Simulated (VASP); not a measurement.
The system is Tc.

```
Tc
1.0
     2.74000    0.00000    0.00000
    -1.37000    2.37291    0.00000
     0.00000    0.00000    4.39800
Tc
2
Direct
  0.33333 0.66667 0.25000
  0.66667 0.33333 0.75000
```

| Item | Value |
| --- | --- |
| Program | VASP 6.6.1 |
| Task | relaxation of cell and atoms |
| Functional | LDA |
| Potentials or basis | VASP PAW LDA potentials, release 64 (Tc_pv) |
| Cutoff | 600 eV |
| k mesh | 14 × 14 × 8 |
| Occupations | methfessel-paxton, width 0.1 eV |
| Spin | no spin polarisation |

At the start: pressure -11.8 GPa; volume 14.30 Å³/atom.

How do energy, volume and symmetry change on relaxing?

Over 4 steps the energy falls by 20.1 meV/atom and the volume is 13.77 Å³/atom (-3.7 %); space group P6_3/mmc (No. 194, to 0.1 Å) before and after.

The path:
| step | energy change (eV) | largest force (eV/Å) | pressure (GPa) | volume (Å³) |
| --- | --- | --- | --- | --- |
| 1 | 0.0000 | 0.0000 | -11.79 | 28.59 |
| 2 | 0.4189 | 0.0000 | 53.07 | 24.46 |
| 3 | -0.0401 | 0.0000 | -0.65 | 27.59 |
| 4 | -0.0402 | 0.0000 | -0.08 | 27.55 |

Final structure:
```xyz
2
Lattice="2.7074 0.0000 0.0000 -1.3537 2.3446 0.0000 0.0000 0.0000 4.3398" Properties=species:S:1:pos:R:3 pbc="T T T"
Tc    0.0000    1.5631    1.0850
Tc    1.3537    0.7815    3.2549
```
